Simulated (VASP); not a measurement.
Write the native input for VASP 6.6.1 that does the following.

- Task: single point
- Functional: r2SCAN
- Potentials or basis: VASP PAW PBE potentials, release 64 (Mo_sv)
- Cutoff: 520 eV
- k mesh: 15 × 15 × 15
- Occupations: fermi-dirac, width 0.15 eV
- Spin: no spin polarisation
- Dipole correction: no
- Further INCAR settings: ALGO = Normal; EDIFF = 1e-06; NBANDS = 13

Crystal: Mo.

```
CELL_PARAMETERS angstrom
-1.58915 1.57342 1.57342
1.57342 -1.58915 1.57342
1.57342 1.57342 -1.58915
ATOMIC_POSITIONS crystal
Mo 0.00000 0.00000 0.00000
```

These files were run (other wordings do the same):

POSCAR

```
Mo
1.0
   -1.5891491500      1.5734150000      1.5734150000
    1.5734150000     -1.5891491500      1.5734150000
    1.5734150000      1.5734150000     -1.5891491500
Mo
1
Direct
    0.0000000000      0.0000000000      0.0000000000
```

INCAR.step1

```
SYSTEM = Mo
PREC     = Accurate       ! precision mode
ENCUT    = 520            ! plane-wave cutoff, eV
ISMEAR   = -1             ! smearing method
SIGMA    = 0.15           ! smearing width, eV
LREAL    = .False.        ! projectors in reciprocal space
LASPH    = .True.         ! aspherical terms in the spheres
NELM     = 100            ! most SCF steps
NBANDS   = 13             ! bands
GGA      = PE             ! functional
ALGO     = Normal         ! electronic algorithm
EDIFF    = 1E-4           ! SCF threshold, eV
LWAVE    = .True.         ! write WAVECAR
LCHARG   = .False.        ! write CHGCAR
```

INCAR.step2

```
SYSTEM = Mo
PREC     = Accurate       ! precision mode
ENCUT    = 520            ! plane-wave cutoff, eV
EDIFF    = 1E-6           ! SCF threshold, eV
ISMEAR   = -1             ! smearing method
SIGMA    = 0.15           ! smearing width, eV
LREAL    = .False.        ! projectors in reciprocal space
LASPH    = .True.         ! aspherical terms in the spheres
NELM     = 100            ! most SCF steps
ALGO     = Normal         ! electronic algorithm
ISIF     = 2              ! what is computed and relaxed
LWAVE    = .False.        ! write WAVECAR
LCHARG   = .False.        ! write CHGCAR
METAGGA  = R2SCAN         ! meta-GGA
LMIXTAU  = .True.       
NBANDS   = 13             ! bands
ISTART   = 1
```

KPOINTS

```
Automatic mesh
0
Gamma
  15 15 15
  0 0 0
```

Potentials or basis: VASP PAW PBE potentials, release 64 (Mo_sv).

Launch:

```bash
$ cat potpaw_PBE.64/Mo_sv/POTCAR > POTCAR
$ cp INCAR.step1 INCAR
$ mpirun -np 1 vasp_std > vasp.out
$ cp INCAR.step2 INCAR
$ mpirun -np 1 vasp_std > vasp.out
```

Results of the run:

The pressure is 2.4 GPa. The band gap on the k mesh is zero (bands 7 and 8 overlap by 5.12 eV).

Caveat: the PAW data sets were made with another functional, which shifts forces and pressure a little.

Wall time 3.3 min on 1 thread of Intel Xeon 8259CL, on a shared host, peak memory 0.18 GiB.
